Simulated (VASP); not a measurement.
# SrTlB6 (P4/mmm) in VASP: further runs, part 2 of 2

VASP 6.6.1. Earlier steps stand in the parts before.

### 4 Single point, PBE

This run uses another cell than the first one, of 25.04 Å³/atom.

INCAR reads:

```
SYSTEM = SrTlB6
PREC     = Accurate       ! precision mode
ENCUT    = 520            ! plane-wave cutoff, eV
EDIFF    = 1E-6           ! SCF threshold, eV
ISMEAR   = 0              ! smearing method
SIGMA    = 0.1            ! smearing width, eV
LREAL    = .FALSE.        ! projectors in reciprocal space
LASPH    = .TRUE.         ! aspherical terms in the spheres
NELM     = 100            ! most SCF steps
ALGO     = Fast           ! electronic algorithm
ISIF     = 2              ! what is computed and relaxed
LWAVE    = .FALSE.        ! write WAVECAR
LCHARG   = .FALSE.        ! write CHGCAR
GGA      = PE             ! functional
NBANDS   = 30             ! bands
```

KPOINTS reads:

```
Automatic mesh
0
G
  8 8 6
  0 0 0
```

POSCAR reads:

```
SrTlB6
1.0
    5.3444762104      0.0000000000      0.0000000000
    0.0000000000      5.3444762104      0.0000000000
    0.0000000000      0.0000000000      7.0141305795
Sr Tl B
1 1 6
Direct
    0.0000000000      0.0000000000      0.5000000000
    0.0000000000      0.0000000000      0.0000000000
    0.0000000000      0.5000000000      0.0000000000
    0.5000000000      0.0000000000      0.0000000000
    0.6474495054      0.6474495054      0.5000000000
    0.3525504946      0.3525504946      0.5000000000
    0.3525504946      0.6474495054      0.5000000000
    0.6474495054      0.3525504946      0.5000000000
```

Potentials or basis: VASP PAW PBE potentials, release 64 (Sr_sv, Tl_d, B).

On the command line:

```console
> cat potpaw_PBE.64/Sr_sv/POTCAR potpaw_PBE.64/Tl_d/POTCAR potpaw_PBE.64/B/POTCAR > POTCAR
> mpirun -np 1 vasp_std > vasp.out
```

OUTCAR:

```text
SYSTEM = SrTlB6
   PREC = Accurate
   ENCUT = 520
   EDIFF = 1E-6
   ISMEAR = 0
   LREAL = .FALSE.
   LASPH = .TRUE.
   NELM = 100
   ISIF = 2
   GGA = PE

 ion  position               nearest neighbor table
   1  0.000  0.000  0.500-   5 2.66   6 2.66   7 2.66   8 2.66   2 3.51   2 3.51
   2  0.000  0.000  0.000-   3 2.67   4 2.67   3 2.67   4 2.67   1 3.51   1 3.51
   3  0.000  0.500  0.000-   2 2.67   2 2.67
   4  0.500  0.000  0.000-   2 2.67   2 2.67
   5  0.647  0.647  0.500-   7 1.58   8 1.58   1 2.66
   6  0.353  0.353  0.500-   7 1.58   8 1.58   1 2.66
   7  0.353  0.647  0.500-   5 1.58   6 1.58   1 2.66
   8  0.647  0.353  0.500-   5 1.58   6 1.58   1 2.66

  LATTYP: Found a simple tetragonal cell.
 ALAT       =     5.3444762104
 C/A-ratio  =     1.3124074845

  Lattice vectors:

 A1 = (   5.3444762104,   0.0000000000,   0.0000000000)
 A2 = (   0.0000000000,   5.3444762104,   0.0000000000)
 A3 = (   0.0000000000,   0.0000000000,   7.0141305795)

Analysis of symmetry for initial positions (statically):
=====================================================================
 Subroutine PRICEL returns:
 Original cell was already a primitive cell.

 Routine SETGRP: Setting up the symmetry group for a
 simple tetragonal supercell.

 Subroutine GETGRP returns: Found 16 space group operations
 (whereof 16 operations were pure point group operations)
 out of a pool of 16 trial point group operations.

The static configuration has the point symmetry D_4h.

Analysis of symmetry for dynamics (positions and initial velocities):
=====================================================================
 Subroutine PRICEL returns:
 Original cell was already a primitive cell.

 Routine SETGRP: Setting up the symmetry group for a
 simple tetragonal supercell.

 Subroutine GETGRP returns: Found 16 space group operations
 (whereof 16 operations were pure point group operations)
 out of a pool of 16 trial point group operations.

The dynamic configuration has the point symmetry D_4h.

 Subroutine INISYM returns: Found 16 space group operations
 (whereof 16 operations are pure point group operations),
 and found     1 'primitive' translations

----------------------------------------------------------------------------------------

                                     Primitive cell

  volume of cell :     200.3476

  direct lattice vectors                    reciprocal lattice vectors
     5.344476210  0.000000000  0.000000000     0.187109075  0.000000000  0.000000000
     0.000000000  5.344476210  0.000000000     0.000000000  0.187109075  0.000000000
     0.000000000  0.000000000  7.014130579     0.000000000  0.000000000  0.142569345

  length of vectors
     5.344476210  5.344476210  7.014130579     0.187109075  0.187109075  0.142569345

  position of ions in fractional coordinates (direct lattice)
     0.000000000  0.000000000  0.500000000
     0.000000000  0.000000000  0.000000000
     0.000000000  0.500000000  0.000000000
     0.500000000  0.000000000  0.000000000
     0.647449505  0.647449505  0.500000000
     0.352550495  0.352550495  0.500000000
     0.352550495  0.647449505  0.500000000
     0.647449505  0.352550495  0.500000000

  ion indices of the primitive-cell ions
[... 37 lines left out ...]
            Coordinates               Weight
  0.000000  0.000000  0.000000      1.000000
  0.125000  0.000000  0.000000      4.000000
  0.250000  0.000000  0.000000      4.000000
  0.375000  0.000000  0.000000      4.000000
  0.500000  0.000000  0.000000      2.000000
  0.125000  0.125000  0.000000      4.000000
[... 16 lines left out ...]
  0.375000  0.125000  0.166667     16.000000
  0.500000  0.125000  0.166667      8.000000
 [... further k-points ...]
   k-points           NKPTS =     60   k-points in BZ     NKDIM =     60   number of bands    NBANDS=     30
   number of dos      NEDOS =    301   number of ions     NIONS =      8
   total plane-waves  NPLWV =  86400
   dimension x,y,z NGX =    40 NGY =   40 NGZ =   54
   dimension x,y,z NGXF=    80 NGYF=   80 NGZF=  108
   ions per type =               1   1   6
   NGX,Y,Z   is equivalent  to a cutoff of  12.44, 12.44, 12.80 a.u.
   NGXF,Y,Z  is equivalent  to a cutoff of  24.88, 24.88, 25.60 a.u.
 SYSTEM =  SrTlB6
   PREC   = accura    normal or accurate (medium, high low for compatibility)
   ISTART =      0    job   : 0-new  1-cont  2-samecut
   ICHARG =      2    charge: 1-file 2-atom 10-const
   ISPIN  =      1    spin polarized calculation?
   LNONCOLLINEAR =      F non collinear calculations
   LSORBIT =      F    spin-orbit coupling
   LASPH  =      T    aspherical Exc in radial PAW
   ENCUT  =  520.0 eV  38.22 Ry    6.18 a.u.   9.94  9.94 13.04*2*pi/ulx,y,z
   NELM   =    100;   NELMIN=  2; NELMDL= -5     # of ELM steps
   EDIFF  = 0.1E-05   stopping-criterion for ELM
   LREAL  =      F    real-space projection
   EDIFFG = 0.1E-04   stopping-criterion for IOM
   NSW    =      0    number of steps for IOM
   IBRION =     -1    ionic relax: 0-MD 1-quasi-New 2-CG
   NFREE  =      0    steps in history (QN), initial steepest desc. (CG)
   ISIF   =      2    stress and relaxation
   ISYM   =      2    0-nonsym 1-usesym 2-fastsym
   POTIM  = 0.5000    time-step for ionic-motion
   TEBEG  =    0.0;   TEEND  =   0.0 temperature during run
   PSTRESS=    0.0 pullay stress
   NELECT =      41.0000    total number of electrons
   NUPDOWN=      -1.0000    fix difference up-down
   EMIN   =  10.00;   EMAX   =-10.00  energy-range for DOS
   EFERMI =   0.00;   METHOD = LEGACY
   ISMEAR =     0;   SIGMA  =   0.10  broadening in eV -4-tet -1-fermi 0-gaus
   EFERMI_NEDOS =   21; number of points for ismear=-14 and -15
   IALGO  =     68    algorithm
   IMIX   =      4    mixing-type and parameters
     AMIX     =   0.40;   BMIX     =  1.00
     AMIX_MAG =   1.60;   BMIX_MAG =  1.00
  volume/ion in A,a.u.               =      25.04       169.00
  Fermi-wavevector in a.u.,A,eV,Ry     =   0.964735  1.823085 12.663130  0.930714
  Thomas-Fermi vector in A             =   2.094392
   LORBIT       =      0    0 simple, 1 ext, 2 COOP (PROOUT), +10 PAW based schemes
   GGA     = PE    functional components
   LHFCALC =     F    Hartree Fock is set to
   AEXX    =    0.0000 exact exchange contribution
   IVDW    =     0    specifies the selected vdW correction
   LEPSILON=     F    determine dielectric tensor
   LRPA    =     F    only Hartree local field effects (RPA)
 non-spin polarized calculation
 RMM-DIIS sequential band-by-band and
 Gauss-broadening in eV      SIGMA  =   0.10
  energy-cutoff  :      520.00
  volume of cell :      200.35
 maximum number of plane-waves:      5432
 NGX is ok and might be reduce to    40
   NGX = 19   NGY = 19   NGZ = 27

 number of electron      41.0000004 magnetization

 Free energy of the ion-electron system (eV)
  ---------------------------------------------------
  ext. energy  EPLUGINS =         0.00000000
  ---------------------------------------------------
  free energy    TOTEN  =       -27.82855160 eV

  energy without entropy =      -27.80354108  energy(sigma->0) =      -27.81604634

 E-fermi :   0.6223     XC(G=0):  -7.7117

 val. band max:        0.6200340525   @ k =   0.5000   0.1250   0.0000
 cond. band min:       0.6330885719   @ k =   0.5000   0.2500   0.3333
 fundamental gap:      0.0130545194
 Fermi energy:         0.6223047453

 k-point     1 :       0.0000    0.0000    0.0000
  band No.  band energies     occupation
      1     -34.2906      2.00000
      2     -16.4446      2.00000
      3     -16.3533      2.00000
      4     -16.3533      2.00000
      5     -10.6149      2.00000
      6     -10.5968      2.00000
[... 781 lines left out ...]
     29       3.3069      0.00000
     30       4.7913      0.00000

 [... further k-points ...]
[... 5 lines left out ...]
  --------------------------------------------------------------------------------------
  -------------------------------------------------------------------------------------
  Total        0.0852959      0.0852959     -0.0472457      0.0000000      0.0000000      0.0000000
  in kB        0.6821106      0.6821106     -0.3778230      0.0000000      0.0000000      0.0000000
  external PRESSURE =       0.3287994 kB  Pullay stress =       0.0000000 kB

 VOLUME and BASIS-vectors are now :
 -----------------------------------------------------------------------------
  energy-cutoff  :      520.00
  volume of cell :      200.35
      direct lattice vectors                 reciprocal lattice vectors
     5.344476210  0.000000000  0.000000000     0.187109075  0.000000000  0.000000000
     0.000000000  5.344476210  0.000000000     0.000000000  0.187109075  0.000000000
     0.000000000  0.000000000  7.014130579     0.000000000  0.000000000  0.142569345

 POSITION                                       TOTAL-FORCE (eV/Angst)
 -----------------------------------------------------------------------------------
      0.00000      0.00000      3.50707         0.000000      0.000000      0.000000
      0.00000      0.00000      0.00000         0.000000      0.000000      0.000000
      0.00000      2.67224      0.00000         0.000000      0.000000      0.000000
      2.67224      0.00000      0.00000         0.000000      0.000000      0.000000
      3.46028      3.46028      3.50707         0.005501      0.005501     -0.000000
      1.88420      1.88420      3.50707        -0.005501     -0.005501      0.000000
      1.88420      3.46028      3.50707        -0.005501      0.005501      0.000000
      3.46028      1.88420      3.50707         0.005501     -0.005501     -0.000000
 -----------------------------------------------------------------------------------
    total drift:                               -0.000000      0.000000     -0.000000

  FREE ENERGIE OF THE ION-ELECTRON SYSTEM (eV)
  ---------------------------------------------------
  free  energy   TOTEN  =       -27.8285515993 eV

  energy  without entropy=      -27.8035410817  energy(sigma->0) =      -27.81604634
```

Wall time 5.2 min (1 thread of Intel Xeon Platinum 8488C (Sapphire Rapids), shared host); peak memory 0.52 GiB.

Results:

```yaml
Free_energy: -27.8286 eV
Pressure: 0.0 GPa
Largest_force: 0.008 eV/Å
Band_gap_on_the_k_mesh: zero (an odd number of electrons rules out a gap without spin polarisation)
```

Forces on the atoms (eV/Å):
```
Sr   0.000  0.000  0.000
Tl   0.000  0.000  0.000
B    0.000  0.000  0.000
B    0.000  0.000  0.000
B    0.006  0.006  0.000
B   -0.006 -0.006  0.000
B   -0.006  0.006  0.000
B    0.006 -0.006  0.000
```

Levels at points of the mesh, in eV from the Fermi level:
| k point | band 16 | band 17 | band 18 | band 19 | band 20 | band 21 | band 22 | band 23 | band 24 | band 25 |
| --- | --- | --- | --- | --- | --- | --- | --- | --- | --- | --- |
| (0.00, 0.00, 0.00) | -2.63 | -2.48 | -1.66 | -1.59 | -1.59 | -0.80 | -0.08 | 1.12 | 1.46 | 1.46 |
| (0.50, 0.00, 0.00) | -2.37 | -2.12 | -1.35 | -1.12 | -0.52 | 0.54 | 0.74 | 0.91 | 0.94 | 0.95 |
| (0.50, 0.50, 0.00) | -2.07 | -1.95 | -1.39 | -1.30 | -0.27 | 0.07 | 0.07 | 1.38 | 2.09 | 2.20 |
| (0.00, 0.00, 0.50) | -2.58 | -2.28 | -1.68 | -1.68 | -1.45 | -0.79 | -0.60 | 1.27 | 1.36 | 1.36 |
| (0.50, 0.00, 0.50) | -2.24 | -2.19 | -1.36 | -1.16 | -0.52 | 0.44 | 0.82 | 0.82 | 0.99 | 1.08 |
| (0.50, 0.50, 0.50) | -2.22 | -1.91 | -1.54 | -1.39 | -0.01 | 0.81 | 0.81 | 0.86 | 1.53 | 1.53 |

Caveat: spin-orbit coupling is left out, which moves the levels of the heavy elements.

### 5 The runs side by side

| task | cell | k mesh | cutoff (eV) | gap on the mesh (eV) | pressure (GPa) | largest force (eV/Å) |
| --- | --- | --- | --- | --- | --- | --- |
| single point | a = 5.295, b = 5.295, c = 7.087 Å, 8 atoms, atomic positions A | 4 × 4 × 4 | 520 | none | 0.1 | 0.01 |
| relaxation of cell and atoms | relaxed from a = 4.321, b = 4.321, c = 5.152 Å, 8 atoms, atomic positions B | 4 × 4 × 4 | 600 | none | -0.1 | 0.02 |
| single point | a = 5.344, b = 5.344, c = 7.014 Å, 8 atoms, atomic positions A | 8 × 8 × 6 | 520 | none | 0.0 | 0.01 |

Alike in all rows: level PBE; potentials or basis VASP PAW PBE potentials, release 64 (Sr_sv, Tl_d, B); no spin polarisation; smearing gaussian 0.1 eV.

Caveats: some runs use coarse meshes; spin-orbit coupling is left out, which moves the levels of the heavy elements; the volume moved by over 15 % at a fixed basis, so the end points are rough (at least some runs).

Absolute energies hang on the potentials; compare differences alone.
